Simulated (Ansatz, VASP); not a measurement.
Zr3H in VASP and in Ansatz

```xyz
4
Lattice="3.1943 0.0000 0.0000 -1.5971 2.7663 0.0000 0.0000 0.0000 8.1603" Properties=species:S:1:pos:R:3 pbc="T T T"
Zr    0.0000    0.0000    7.8871
Zr    0.0000    1.8442    2.2512
Zr    0.0000    1.8442    5.1996
H     1.5971    0.9221    6.5035
```

Alike in both runs: task relaxation of cell and atoms; functional PBE; k mesh 12 × 12 × 6; occupations gaussian, width 0.1 eV; no spin polarisation.

```csv
,VASP,Ansatz
version,VASP 6.6.1,Ansatz 0.2.0
potentials or method,"VASP PAW PBE potentials, release 64 (Zr_sv, H), cutoff 600 eV","scalar-relativistic, plane waves, PAW"
valence electrons in the cell,37,37
```

|  | VASP | Ansatz | Ansatz less VASP |
| --- | --- | --- | --- |
| gap on the k mesh at the Fermi level, each at its own relaxed structure (eV) | none | none | - |
| relaxed volume (Å³/atom) | 18.01 | 17.99 | -0.013 |
| relaxed length of the cell vector where the two differ most in proportion (Å) | 3.191 | 3.189 | -0.0014 |

A gap of «none» marks a metal or a gap that the smearing closes.
